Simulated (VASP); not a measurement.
**AlIn2: relaxation of cell and atoms with PBE**

AlIn2:

```
CELL_PARAMETERS angstrom
0.00000 3.40874 3.40874
3.40874 0.00000 3.40874
3.40874 3.40874 0.00000
ATOMIC_POSITIONS crystal
Al 0.00000 0.00000 0.00000
In 0.25000 0.25000 0.25000
In 0.75000 0.75000 0.75000
```

| Property | Result |
| --- | --- |
| Program | VASP 6.6.1 |
| Task | relaxation of cell and atoms |
| Functional | PBE |
| Potentials or basis | VASP PAW PBE potentials, release 64 (Al, In_d) |
| Cutoff | 600 eV |
| k mesh | 12 × 12 × 12 |
| Occupations | gaussian, width 0.1 eV |
| Spin | no spin polarisation |
| Dipole correction | no |
| Further INCAR settings | ALGO = Fast; EDIFF = 1e-07; IBRION = 2; EDIFFG = -0.01; NSW = 100; ISIF = 3 |

```json
{"Relaxed volume": "26.24 Å³/atom", "Relaxed cell": "a = 4.810 Å, b = 4.810 Å, c = 4.810 Å, α = 60.00°, β = 60.00°, γ = 60.00°", "Space group after relaxing (to 0.05 Å)": "Fm-3m (No. 225)", "Energy gained by relaxing": "0.1 meV/atom", "Ionic steps": "4", "Pressure after relaxing": "0.0 GPa"}
```

The path:
```
step  energy change (eV)  largest force (eV/Å)  pressure (GPa)  volume (Å³)
   1              0.0000                0.0000           -0.23        79.22
   2             -0.0003                0.0000           -0.07        78.78
   3             -0.0002                0.0000            0.12        78.58
   4             -0.0003                0.0000            0.02        78.71
```

Final structure:
```
Al In
1.0
     0.00000    3.40142    3.40142
     3.40142    0.00000    3.40142
     3.40142    3.40142    0.00000
Al In
1 2
Direct
  0.00000 0.00000 0.00000
  0.25000 0.25000 0.25000
  0.75000 0.75000 0.75000
```

Levels at points of the mesh, in eV from the Fermi level:
| k point | band 11 | band 12 | band 13 | band 14 | band 15 | band 16 | band 17 | band 18 |
| --- | --- | --- | --- | --- | --- | --- | --- | --- |
| (0.00, 0.00, 0.00) | -9.34 | -0.41 | 0.35 | 0.35 | 0.35 | 1.13 | 1.13 | 1.13 |
| (0.50, 0.00, 0.00) | -7.23 | -6.36 | -1.00 | -0.49 | -0.49 | 1.17 | 1.17 | 2.42 |
| (0.50, 0.50, 0.00) | -6.32 | -5.67 | -3.43 | -2.44 | -2.44 | 0.57 | 5.96 | 5.96 |

It took 6.1 min on 1 thread of Intel Xeon 6975P-C (shared host), peak memory 0.34 GiB.

Caveat: spin-orbit coupling is left out, which moves the levels of the heavy elements.
